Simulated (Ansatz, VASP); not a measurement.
WS2: VASP beside Ansatz

```
CELL_PARAMETERS angstrom
3.18110 0.00000 0.00000
-1.59055 2.75491 0.00000
0.00000 0.00000 16.18796
ATOMIC_POSITIONS crystal
W 0.33333 0.66667 0.00000
S 0.66667 0.33333 0.90519
S 0.66667 0.33333 0.09481
```

Change from the starting cell: strain along c alone, the other axes held, atoms relaxed: -4.5 %.

Alike in both runs: task relaxation of the atoms; functional r2SCAN; k mesh 12 × 12 × 2; occupations gaussian, width 0.02 eV; no spin polarisation.

|  | VASP | Ansatz |
| --- | --- | --- |
| version | VASP 6.6.1 | Ansatz 0.2.0 |
| potentials or method | VASP PAW PBE potentials, release 64 (W_sv, S), cutoff 520 eV | scalar-relativistic, plane waves, PAW |
| valence electrons in the cell | 26 | 26 |

|  | VASP | Ansatz | Ansatz less VASP |
| --- | --- | --- | --- |
| gap on the k mesh at the Fermi level, each at its own relaxed structure (eV) | 1.92 | 1.89 | -0.024 |

VASP's potentials were made for PBE, not for r2SCAN. Ansatz's warnings: stress scf threshold loose.

Neither program's run includes spin-orbit coupling.
